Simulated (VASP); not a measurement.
Crystal: Ta.

```
CELL_PARAMETERS angstrom
-1.65128 1.65128 1.65128
1.65128 -1.65128 1.65128
1.65128 1.65128 -1.65128
ATOMIC_POSITIONS crystal
Ta 0.00000 0.00000 0.00000
```

* Program: VASP 6.6.1
* Task: relaxation of volume and atoms at fixed shape
* Functional: PBEsol
* Potentials or basis: VASP PAW PBE potentials, release 64 (Ta_pv)
* Cutoff: 600 eV
* k mesh: 9 × 9 × 9
* Occupations: gaussian, width 0.05 eV
* Spin: no spin polarisation

At the start: pressure -3.9 GPa; volume 18.01 Å³/atom.

Question: How do energy, volume and symmetry change on relaxing?

Answer: Over 3 steps the energy falls by 5.1 meV/atom and the volume is 17.61 Å³/atom (-2.2 %); space group Im-3m (No. 229, to 0.05 Å).

The path:
```tsv
step	energy change (eV)	largest force (eV/Å)	pressure (GPa)	volume (Å³)
1	0.0000	0.0000	-3.92	18.01
2	0.0142	0.0000	9.08	16.89
3	-0.0051	0.0000	-0.11	17.61
```

Final structure:
```xyz
1
Lattice="-1.6390 1.6390 1.6390 1.6390 -1.6390 1.6390 1.6390 1.6390 -1.6390" Properties=species:S:1:pos:R:3 pbc="T T T"
Ta    0.0000    0.0000    0.0000
```

Caveat: the PAW data sets were made with another functional, which shifts forces and pressure a little.
